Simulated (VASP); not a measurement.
Wanted: the native input for a VASP 6.6.1 run.

```yaml
Task: single point
Functional: PBE
Potentials_or_basis: VASP PAW PBE potentials, release 64 (Al, Ga_d, As)
Cutoff: 520 eV
k_mesh: 6 × 6 × 6
Occupations: gaussian, width 0.1 eV
Spin: no spin polarisation
Dipole_correction: no
Further_INCAR_settings: ALGO = Normal; EDIFF = 1e-07; NBANDS = 41
```

The structure of Al3Ga2As5 lies in POSCAR:

```
Al3Ga2As5
1.0
   -2.0296007536      2.0296007536     14.3030303723
    2.0296007536     -2.0296007536     14.3030303723
    2.0296007536      2.0296007536    -14.3030303723
Al Ga As
3 2 5
Direct
    0.5000000000      0.5000000000      0.0000000000
    0.7000888504      0.7000888504      0.0000000000
    0.2999111496      0.2999111496      0.0000000000
    0.8999512396      0.8999512396      0.0000000000
    0.1000487604      0.1000487604      0.0000000000
    0.5496991098      0.0496991098      0.5000000000
    0.1503894492      0.6503894492      0.5000000000
    0.7500000000      0.2500000000      0.5000000000
    0.3496105508      0.8496105508      0.5000000000
    0.9503008902      0.4503008902      0.5000000000
```

The input as run:

INCAR

```
SYSTEM = Al3Ga2As5
ALGO = Normal ; EDIFF = 1E-7
ENCUT = 520 ; GGA = PE
ISIF = 2 ; ISMEAR = 0
LASPH = .True. ; LCHARG = .False.
LREAL = .False. ; LWAVE = .False.
NBANDS = 41 ; NELM = 80
PREC = Accurate ; SIGMA = 0.1
```

KPOINTS

```
k-points
0
Gamma
  6 6 6
  0 0 0
```

Potentials or basis: VASP PAW PBE potentials, release 64 (Al, Ga_d, As).

Command:

```bash
$ cat potpaw_PBE.64/Al/POTCAR potpaw_PBE.64/Ga_d/POTCAR potpaw_PBE.64/As/POTCAR > POTCAR
$ mpirun -np 1 vasp_std > vasp.out
```

It gave:

The pressure is 0.2 GPa and the band gap on the k mesh is 1.01 eV.

Run time: 62 min on 1 thread of Intel(R) Xeon(R) Platinum 8375C CPU @ 2.90GHz (Ice Lake) (shared host), peak memory 2.1 GiB.
